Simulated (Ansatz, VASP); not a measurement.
**Two plane-wave programs on BePd**

```
CELL_PARAMETERS angstrom
2.75558 0.00000 0.00000
0.00000 2.75558 0.00000
0.00000 0.00000 2.75558
ATOMIC_POSITIONS crystal
Be 0.00000 0.00000 0.00000
Pd 0.50000 0.50000 0.50000
```

Change from the starting cell: volume scaled by 0.94, PAW files.

Alike in both runs: task electric field gradients; functional LDA; k mesh 12 × 12 × 12; occupations fermi-dirac, width 0.08 eV; no spin polarisation.

|  | VASP | Ansatz |
| --- | --- | --- |
| version | VASP 6.6.1 | Ansatz 0.2.0 |
| potentials or method | VASP PAW LDA potentials, release 64 (Be, Pd) | PAW with Ansatz's default frozen-core files, scalar-relativistic |
| plane-wave cutoff (eV) | 520 | 420 |
| valence electrons in the cell | 12 | 20 |

Ansatz gave:

```
pressure (GPa) : 4.1
```

**Question.** Estimate VASP's values.

**Answer.** Pressure (GPa): 4.8.

LDA's correlation is that of Perdew and Zunger in VASP and of Perdew and Wang (1992) in Ansatz. VASP's potentials hold 12 valence electrons a cell and Ansatz's 20, so a difference there can come from the potentials and not from the codes.
